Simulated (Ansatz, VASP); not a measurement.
Two plane-wave programs on CdTe

```
CELL_PARAMETERS angstrom
-3.20369 3.20369 0.00000
0.00000 0.00000 6.40738
3.20369 3.20369 0.00000
ATOMIC_POSITIONS crystal
Cd 0.00000 0.00000 0.00000
Cd 0.50000 0.50000 0.50000
Te 0.00000 0.25000 0.50000
Te 0.50000 0.75000 0.00000
```

Alike in both runs: task single point; functional LDA; k mesh 7 × 5 × 7; occupations fermi-dirac, width 0.02 eV; no spin polarisation.

|  | VASP | Ansatz |
| --- | --- | --- |
| version | VASP 6.6.1 | Ansatz 0.2.0 |
| potentials or method | VASP PAW LDA potentials, release 64 (Cd, Te) | PAW with Ansatz's default frozen-core files, scalar-relativistic |
| plane-wave cutoff (eV) | 520 | 420 |
| valence electrons in the cell | 36 | 72 |

Ansatz gave:

```
pressure (GPa) : 0.0
```

Problem. Estimate VASP's values.

Solution. Pressure (GPa): 0.3.

LDA's correlation is that of Perdew and Zunger in VASP and of Perdew and Wang (1992) in Ansatz. VASP's potentials hold 36 valence electrons a cell and Ansatz's 72, so a difference there can come from the potentials and not from the codes.

Spin-orbit coupling is off throughout.
